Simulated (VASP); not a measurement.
Input of a VASP 6.6.1 run:

Contents of POSCAR:

```
Li2O
1.0
    2.2543760853      2.2543760853      0.0000000000
   -2.2543760853      2.2543760853      0.0000000000
    0.0000000000      2.2543760853      2.2543760853
Li O
2 1
Direct
    0.2500000000      0.7500000000      0.5000000000
    0.7500000000      0.2500000000      0.5000000000
    0.0000000000      0.0000000000      0.0000000000
```

File INCAR.step1:

```
SYSTEM = Li2O
ALGO = Normal
EDIFF = 1E-5
ENCUT = 830
GGA = PE
GGA_COMPAT = .FALSE.
ISMEAR = 0
LASPH = .TRUE.
LCHARG = .FALSE.
LREAL = .FALSE.
LWAVE = .TRUE.
NBANDS = 13
NELM = 120
PREC = Accurate
SIGMA = 0.01
```

File INCAR.step2:

```
SYSTEM = Li2O
ALGO = Normal
EDIFF = 1E-6
ENCUT = 830
GGA_COMPAT = .FALSE.
ISIF = 2
ISMEAR = 0
ISTART = 1
LASPH = .TRUE.
LCHARG = .FALSE.
LMIXTAU = .TRUE.
LREAL = .FALSE.
LWAVE = .FALSE.
METAGGA = R2SCAN
NBANDS = 13
NELM = 120
PREC = Accurate
SIGMA = 0.01
```

Contents of KPOINTS:

```
k-points
0
G
  8 8 8
  0 0 0
```

Potentials or basis: VASP PAW PBE potentials, release 64 (Li_sv, O).

Launch:

```console
$ cat potpaw_PBE.64/Li_sv/POTCAR potpaw_PBE.64/O/POTCAR > POTCAR
$ cp INCAR.step1 INCAR
$ mpirun -np 1 vasp_std > vasp.out
$ cp INCAR.step2 INCAR
$ mpirun -np 1 vasp_std > vasp.out
```

(1) Predict the band gap on the k mesh.

(2) Estimate the pressure.

Answers

(1) 5.82 eV (least direct gap 6.72 eV).

(2) 4.6 GPa.

Caveat: the cell stands under pressure; the PAW data sets were made with another functional, which shifts forces and pressure a little.
